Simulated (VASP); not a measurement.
Write the native input for VASP 6.6.1 that does the following.

| Property | Result |
| --- | --- |
| Task | relaxation of cell and atoms |
| Functional | PBE |
| Potentials or basis | VASP PAW PBE potentials, release 64 (Mg, Zr_sv, H) |
| Cutoff | 600 eV |
| k mesh | 6 × 6 × 6 |
| Occupations | gaussian, width 0.1 eV |
| Spin | no spin polarisation |
| Dipole correction | no |
| Further INCAR settings | ALGO = Normal; EDIFF = 1e-06; IBRION = 2; EDIFFG = -0.04; NSW = 90; ISIF = 3 |

The structure of MgZr2H6 lies in POSCAR:

```
MgZr2H6
1.0
    5.3607169520      0.0000000000      0.0000000000
   -2.6803584760      4.6425170630      0.0000000000
    0.0000000000      0.0000000000      3.2101325817
Mg Zr H
1 2 6
Direct
    0.0000000000      0.0000000000      0.5000000000
    0.3333333333      0.6666666667      0.7422012466
    0.6666666667      0.3333333333      0.2577987534
    0.8084636204      0.6169272409      0.7556693066
    0.3830727591      0.1915363796      0.7556693066
    0.8084636204      0.1915363796      0.7556693066
    0.1915363796      0.3830727591      0.2443306934
    0.6169272409      0.8084636204      0.2443306934
    0.1915363796      0.8084636204      0.2443306934
```

These files were run (other wordings do the same):

INCAR

```
PREC = Accurate
ENCUT = 600
EDIFF = 1E-6
ISMEAR = 0
SIGMA = 0.1
LREAL = F
LASPH = T
NELM = 60
ALGO = Normal
ISIF = 3
LWAVE = F
LCHARG = F
GGA = PE
IBRION = 2
NSW = 90
EDIFFG = -0.04
```

KPOINTS

```
regular mesh
0
Gamma
  6 6 6
```

Potentials or basis: VASP PAW PBE potentials, release 64 (Mg, Zr_sv, H).

Command:

```console
$ cat potpaw_PBE.64/Mg/POTCAR potpaw_PBE.64/Zr_sv/POTCAR potpaw_PBE.64/H/POTCAR > POTCAR
$ mpirun -np 1 vasp_std > vasp.out
```

It gave:

The relaxed volume is 8.90 Å³/atom and the relaxed cell is a = 5.392 Å, b = 5.392 Å, c = 3.182 Å, α = 90.00°, β = 90.00°, γ = 120.00°. The space group after relaxing (to 0.1 Å) is P-3m1 (No. 164). The energy gained by relaxing is 1.2 meV/atom and the ionic steps are 4. The pressure after relaxing is 0.2 GPa, the largest force after relaxing is 0.012 eV/Å and the band gap on the k mesh is zero (bands 16 and 17 overlap by 2.05 eV).

It took 4 min on 1 thread of Intel(R) Xeon(R) Platinum 8559C (Emerald Rapids), with other jobs on the host, peak memory 0.29 GiB.
